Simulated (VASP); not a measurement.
# SiNi (Pmmn) in VASP: further runs, part 2 of 3

VASP 6.6.1.

**3. Single point, LDA+U, collinear spin, ferromagnetic start**

This run uses another cell than the first one, of 10.99 Å³/atom.

Contents of INCAR:

```
PREC     = Accurate       # precision mode
ENCUT    = 690            # plane-wave cutoff, eV
EDIFF    = 1E-6           # SCF threshold, eV
ISMEAR   = -1             # smearing method
SIGMA    = 0.05           # smearing width, eV
LREAL    = F              # projectors in reciprocal space
LASPH    = T              # aspherical terms in the spheres
NELM     = 200            # most SCF steps
ALGO     = Normal         # electronic algorithm
ISIF     = 2              # what is computed and relaxed
LWAVE    = F              # write WAVECAR
LCHARG   = F              # write CHGCAR
ISPIN    = 2              # spin polarisation
MAGMOM   = 1 1 0 0        # initial moments
LORBIT   = 11             # projections on sites
LMAXMIX  = 4              # l up to which the mixer works
LDAU     = T              # DFT+U
LDAUTYPE = 2            
LDAUL    = 2 -1           # shell
LDAUU    = 3 0            # U, eV
LDAUJ    = 0 0          
LDAUPRINT= 1            
NBANDS   = 34             # bands
GGA_COMPAT= F
```

Contents of KPOINTS:

```
Automatic mesh
0
Gamma
  9 8 6
```

Contents of POSCAR:

```
SiNi
1.0
    2.9138655677      0.0000000000      0.0000000000
    0.0000000000      3.2649749790      0.0000000000
    0.0000000000      0.0000000000      4.6216490444
Ni Si
2 2
Direct
    0.5000000000      0.5000000000      0.3432652053
    0.0000000000      0.0000000000      0.6567347947
    0.5000000000      0.5000000000      0.8402332804
    0.0000000000      0.0000000000      0.1597667196
```

Potentials or basis: VASP PAW LDA potentials, release 64 (Ni_sv_GW, Si).

Launch:

```sh
> cat potpaw_LDA.64/Ni_sv_GW/POTCAR potpaw_LDA.64/Si/POTCAR > POTCAR
> mpirun -np 1 vasp_std > vasp.out
```

OUTCAR:

```text
PREC = Accurate
   ENCUT = 690
   EDIFF = 1E-6
   ISMEAR = -1
   LREAL = F
   LASPH = T
   NELM = 200
   ISIF = 2
   ISPIN = 2
   LORBIT = 11

 ion  position               nearest neighbor table
   1  0.500  0.500  0.343-   3 2.30   3 2.32   4 2.35   4 2.35   4 2.35   4 2.35   2 2.62   2 2.62
                             2 2.62   2 2.62
   2  0.000  0.000  0.657-   4 2.30   4 2.32   3 2.35   3 2.35   3 2.35   3 2.35   1 2.62   1 2.62
                             1 2.62   1 2.62
   3  0.500  0.500  0.840-   1 2.30   1 2.32   2 2.35   2 2.35   2 2.35   2 2.35   4 2.64   4 2.64
                             4 2.64   4 2.64
   4  0.000  0.000  0.160-   2 2.30   2 2.32   1 2.35   1 2.35   1 2.35   1 2.35   3 2.64   3 2.64
                             3 2.64   3 2.64

  LATTYP: Found a simple orthorhombic cell.
 ALAT       =     2.9138655677
 B/A-ratio  =     1.1204960912
 C/A-ratio  =     1.5860886294

  Lattice vectors:

[... 2063 lines left out ...]

  FORCE on cell =-STRESS in cart. coord.  units (eV):
  Direction    XX          YY          ZZ          XY          YZ          ZX
  --------------------------------------------------------------------------------------
  -------------------------------------------------------------------------------------
  Total       -0.2666033     -0.3717989     -0.3371756      0.0000000      0.0000000      0.0000000
  in kB       -9.7147085    -13.5479105    -12.2862807      0.0000000      0.0000000      0.0000000
  external PRESSURE =     -11.8496332 kB  Pullay stress =       0.0000000 kB

 VOLUME and BASIS-vectors are now :
 -----------------------------------------------------------------------------
  energy-cutoff  :      690.00
  volume of cell :       43.97
      direct lattice vectors                 reciprocal lattice vectors
     2.913865568  0.000000000  0.000000000     0.343186731  0.000000000  0.000000000
     0.000000000  3.264974979  0.000000000     0.000000000  0.306281061  0.000000000
     0.000000000  0.000000000  4.621649044     0.000000000  0.000000000  0.216372985

 POSITION                                       TOTAL-FORCE (eV/Angst)
 -----------------------------------------------------------------------------------
      1.45693      1.63249      1.58645         0.000000      0.000000      0.000846
      0.00000      0.00000      3.03520         0.000000      0.000000     -0.000846
      1.45693      1.63249      3.88326         0.000000      0.000000      0.000164
      0.00000      0.00000      0.73839         0.000000      0.000000     -0.000164
 -----------------------------------------------------------------------------------
    total drift:                                0.000000      0.000000      0.000000

  FREE ENERGIE OF THE ION-ELECTRON SYSTEM (eV)
  ---------------------------------------------------
  free  energy   TOTEN  =       -24.2892063431 eV

  energy  without entropy=      -24.2823642824  energy(sigma->0) =      -24.28578531

 total charge

# of ion       s       p       d       f       tot
--------------------------------------------------
    1        2.229   6.375   7.987   0.004  16.596
    2        2.229   6.375   7.987   0.004  16.596
    3        0.756   0.887   0.000   0.000   1.643
    4        0.756   0.887   0.000   0.000   1.643
--------------------------------------------------
tot          5.971  14.524  15.975   0.008  36.479

 magnetization (x)

# of ion       s       p       d       f       tot
--------------------------------------------------
    1        0.000   0.000   0.000  -0.000   0.000
    2        0.000   0.000   0.000  -0.000   0.000
    3        0.000   0.000   0.000   0.000   0.000
    4        0.000   0.000   0.000   0.000   0.000
--------------------------------------------------
tot          0.000   0.000   0.000  -0.000   0.000
```

OSZICAR:

```text
N       E                     dE             d eps       ncg     rms          rms(c)
DAV:   1     0.696862551976E+03    0.69686E+03   -0.27927E+04 22292   0.491E+03
DAV:   2     0.331679523370E+02   -0.66369E+03   -0.62984E+03 23418   0.122E+03
DAV:   3    -0.300639287992E+02   -0.63232E+02   -0.61638E+02 26810   0.461E+02
DAV:   4    -0.326911181371E+02   -0.26272E+01   -0.25937E+01 25692   0.111E+02
DAV:   5    -0.327716026102E+02   -0.80484E-01   -0.80077E-01 25556   0.120E+01    0.304E+01
DAV:   6    -0.463404793236E+02   -0.13569E+02   -0.14240E+02 22672   0.749E+02    0.365E+01
DAV:   7    -0.242779741253E+02    0.22063E+02   -0.63001E+01 21528   0.492E+02    0.710E+00
DAV:   8    -0.243259921835E+02   -0.48018E-01   -0.42418E+00 27104   0.631E+01    0.285E+00
DAV:   9    -0.242918180850E+02    0.34174E-01   -0.16757E-01 26480   0.149E+01    0.919E-01
DAV:  10    -0.242900911498E+02    0.17269E-02   -0.12269E-02 25784   0.585E+00    0.567E-01
DAV:  11    -0.242894319777E+02    0.65917E-03   -0.16115E-03 26488   0.157E+00    0.274E-01
DAV:  12    -0.242892140789E+02    0.21790E-03   -0.58653E-04 26808   0.125E+00    0.101E-01
DAV:  13    -0.242892052011E+02    0.88779E-05   -0.58145E-05 22104   0.382E-01    0.186E-02
DAV:  14    -0.242892062933E+02   -0.10922E-05   -0.84775E-06 13968   0.112E-01    0.951E-03
DAV:  15    -0.242892063431E+02   -0.49846E-07   -0.50536E-07 10120   0.328E-02
   1 F= -.24289206E+02 E0= -.24285785E+02  d E =-.684206E-02  mag=     0.0000
```

stdout:

```text
POSCAR found type information on POSCAR NiSi
 POSCAR found :  2 types and       4 ions
 scaLAPACK will be used
 LDA part: xc-table for (Slater(with rela. corr.)+CA(PZ))
 , standard interpolation
 POSCAR, INCAR and KPOINTS ok, starting setup
 FFT: planning ... GRIDC
 FFT: planning ... GRID_SOFT
 FFT: planning ... GRID
 WAVECAR not read
 entering main loop
```

Run time: 3.5 min. Hardware: 1 thread of Intel Xeon 6975P-C (Granite Rapids), shared host; peak memory 0.43 GiB.

Results:

```
Free energy                                           : -24.2892 eV
Pressure                                              : -1.2 GPa
Band gap on the k mesh                                : zero (filled and empty bands overlap)
Net moment                                            : 0.00 μB per cell
Valence electrons inside the program's atomic spheres : Ni 16.60; Si 1.64
```

Stress tensor (GPa, compression positive):
```
-0.97  0.00  0.00
 0.00 -1.35  0.00
 0.00  0.00 -1.23
```

Eigenvalues of the final occupation matrices:
```csv
site,spin,trace,eigenvalues
site 1 d,1,4.01,0.75 0.78 0.80 0.81 0.87
site 1 d,2,4.01,0.75 0.78 0.80 0.81 0.87
site 2 d,1,4.01,0.75 0.78 0.80 0.81 0.87
site 2 d,2,4.01,0.75 0.78 0.80 0.81 0.87
```

Caveat: the moments typed at the start vanished in this run; the U is typed as a test and isn't derived for this compound. The state reached can hang on the start; a lower one may exist.

**4. Single point, PBEsol+U, collinear spin, ferromagnetic start**

This run uses another cell than the first one, of 11.24 Å³/atom.

Contents of INCAR:

```
PREC = Accurate
ENCUT = 690
EDIFF = 1E-6
ISMEAR = -1
SIGMA = 0.05
LREAL = F
LASPH = T
NELM = 200
ALGO = Normal
ISIF = 2
LWAVE = F
LCHARG = F
ISPIN = 2
MAGMOM = 1 1 0 0
LORBIT = 11
LMAXMIX = 4
LDAU = T
LDAUTYPE = 2
LDAUL = 2 -1
LDAUU = 8 0
LDAUJ = 0 0
LDAUPRINT = 1
GGA = PS
NBANDS = 34
GGA_COMPAT = F
```

KPOINTS is that of step 3.

Contents of POSCAR:

```
SiNi
1.0
    2.9207329203      0.0000000000      0.0000000000
    0.0000000000      3.2933994120      0.0000000000
    0.0000000000      0.0000000000      4.6725881606
Ni Si
2 2
Direct
    0.5000000000      0.5000000000      0.3437080169
    0.0000000000      0.0000000000      0.6562919831
    0.5000000000      0.5000000000      0.8406306625
    0.0000000000      0.0000000000      0.1593693375
```

Potentials or basis: VASP PAW PBE potentials, release 64 (Ni_sv_GW, Si).

Launch:

```sh
> cat potpaw_PBE.64/Ni_sv_GW/POTCAR potpaw_PBE.64/Si/POTCAR > POTCAR
> mpirun -np 1 vasp_std > vasp.out
```

OUTCAR:

```text
PREC = Accurate
   ENCUT = 690
   EDIFF = 1E-6
   ISMEAR = -1
   LREAL = F
   LASPH = T
   NELM = 200
   ISIF = 2
   ISPIN = 2
   LORBIT = 11
   GGA = PS

 ion  position               nearest neighbor table
   1  0.500  0.500  0.344-   3 2.32   3 2.35   4 2.36   4 2.36   4 2.36   4 2.36   2 2.64   2 2.64
                             2 2.64   2 2.64
   2  0.000  0.000  0.656-   4 2.32   4 2.35   3 2.36   3 2.36   3 2.36   3 2.36   1 2.64   1 2.64
                             1 2.64   1 2.64
   3  0.500  0.500  0.841-   1 2.32   1 2.35   2 2.36   2 2.36   2 2.36   2 2.36   4 2.66   4 2.66
                             4 2.66   4 2.66
   4  0.000  0.000  0.159-   2 2.32   2 2.35   1 2.36   1 2.36   1 2.36   1 2.36   3 2.66   3 2.66
                             3 2.66   3 2.66

  LATTYP: Found a simple orthorhombic cell.
 ALAT       =     2.9207329203
 B/A-ratio  =     1.1275934849
 C/A-ratio  =     1.5997998749

  Lattice vectors:

 A1 = (   2.9207329203,   0.0000000000,   0.0000000000)
 A2 = (   0.0000000000,   3.2933994120,   0.0000000000)
 A3 = (   0.0000000000,   0.0000000000,   4.6725881606)

Analysis of symmetry for initial positions (statically):
=====================================================================
 Subroutine PRICEL returns:
 Original cell was already a primitive cell.

 Routine SETGRP: Setting up the symmetry group for a
 simple orthorhombic supercell.

 Subroutine GETGRP returns: Found  8 space group operations
 (whereof  4 operations were pure point group operations)
 out of a pool of  8 trial point group operations.

The static configuration has the point symmetry C_2v.
 The point group associated with its full space group is D_2h.

Analysis of symmetry for dynamics (positions and initial velocities):
=====================================================================
 Subroutine PRICEL returns:
[... 242 lines left out ...]
  ---------------------------------------------------
  ext. energy  EPLUGINS =         0.00000000
  ---------------------------------------------------
  free energy    TOTEN  =       -15.27237727 eV

  energy without entropy =      -15.26516932  energy(sigma->0) =      -15.26877329

 E-fermi :  10.4824     XC(G=0): -12.9920

 val. band max:       10.4640763150   @ k =   0.4444   0.5000   0.3333
 cond. band min:      10.5122230231   @ k =   0.4444   0.3750   0.3333
 fundamental gap:      0.0481467081
 Fermi energy:        10.4824457134

 spin component 1

 k-point     1 :       0.0000    0.0000    0.0000
  band No.  band energies     occupation
      1     -91.0131      1.00000
      2     -91.0018      1.00000
      3     -51.7301      1.00000
      4     -51.6982      1.00000
      5     -51.6568      1.00000
      6     -51.6125      1.00000
[... 1769 lines left out ...]
     33      27.8349      0.00000
     34      28.7945      0.00000

 [... further k-points ...]

------------------------ aborting loop because EDIFF is reached ----------------------------------------

  FORCE on cell =-STRESS in cart. coord.  units (eV):
  Direction    XX          YY          ZZ          XY          YZ          ZX
  --------------------------------------------------------------------------------------
  -------------------------------------------------------------------------------------
  Total       -0.5431756     -0.8584613     -1.1003785      0.0000000      0.0000000      0.0000000
  in kB      -19.3623072    -30.6011363    -39.2246377      0.0000000      0.0000000      0.0000000
  external PRESSURE =     -29.7293604 kB  Pullay stress =       0.0000000 kB

 VOLUME and BASIS-vectors are now :
 -----------------------------------------------------------------------------
  energy-cutoff  :      690.00
  volume of cell :       44.95
      direct lattice vectors                 reciprocal lattice vectors
     2.920732920  0.000000000  0.000000000     0.342379816  0.000000000  0.000000000
     0.000000000  3.293399412  0.000000000     0.000000000  0.303637632  0.000000000
     0.000000000  0.000000000  4.672588161     0.000000000  0.000000000  0.214014154

 POSITION                                       TOTAL-FORCE (eV/Angst)
 -----------------------------------------------------------------------------------
      1.46037      1.64670      1.60601         0.000000      0.000000     -0.018837
      0.00000      0.00000      3.06658         0.000000      0.000000      0.018837
      1.46037      1.64670      3.92792         0.000000      0.000000     -0.070388
      0.00000      0.00000      0.74467         0.000000      0.000000      0.070388
 -----------------------------------------------------------------------------------
    total drift:                                0.000000      0.000000      0.000000

  FREE ENERGIE OF THE ION-ELECTRON SYSTEM (eV)
  ---------------------------------------------------
  free  energy   TOTEN  =       -15.2723772657 eV

  energy  without entropy=      -15.2651693228  energy(sigma->0) =      -15.26877329

 total charge

# of ion       s       p       d       f       tot
--------------------------------------------------
    1        2.211   6.340   8.080   0.004  16.635
    2        2.211   6.340   8.080   0.004  16.635
    3        0.752   0.855   0.000   0.000   1.607
    4        0.752   0.855   0.000   0.000   1.607
--------------------------------------------------
tot          5.926  14.390  16.160   0.008  36.484

 magnetization (x)

# of ion       s       p       d       f       tot
--------------------------------------------------
    1        0.000   0.000  -0.000   0.000  -0.000
    2        0.000   0.000  -0.000   0.000  -0.000
    3        0.000   0.000   0.000   0.000   0.000
    4        0.000   0.000   0.000   0.000   0.000
--------------------------------------------------
tot          0.000   0.000  -0.000   0.000   0.000
```

Wall time 4.6 min (1 thread of AMD EPYC 9R45 (Zen 5), shared host); peak memory 0.44 GiB.

Results:

```yaml
Free_energy: -15.2724 eV
Pressure: -3.0 GPa
Largest_force: 0.070 eV/Å
Band_gap_on_the_k_mesh: zero (filled and empty bands overlap)
Net_moment: 0.00 μB per cell
Valence_electrons_inside_the_program's_atomic_spheres: Ni 16.64; Si 1.61
```

Forces in eV/Å, atoms in the order of the input:
```
Ni   0.000  0.000 -0.019
Ni   0.000  0.000  0.019
Si   0.000  0.000 -0.070
Si   0.000  0.000  0.070
```

Eigenvalues of the final occupation matrices:
```csv
site,spin,trace,eigenvalues
site 1 d,1,4.06,0.76 0.80 0.80 0.82 0.88
site 1 d,2,4.06,0.76 0.80 0.80 0.82 0.88
site 2 d,1,4.06,0.76 0.80 0.80 0.82 0.88
site 2 d,2,4.06,0.76 0.80 0.80 0.82 0.88
```

Caveat: the moments typed at the start vanished in this run; the PAW data sets were made with another functional, which shifts forces and pressure a little; the U is typed as a test and isn't derived for this compound. The state reached can hang on the start; a lower one may exist.

(Continued in part 3 of 3.)

The gap in the log of VASP goes by the Fermi energy; the results here count the filled bands.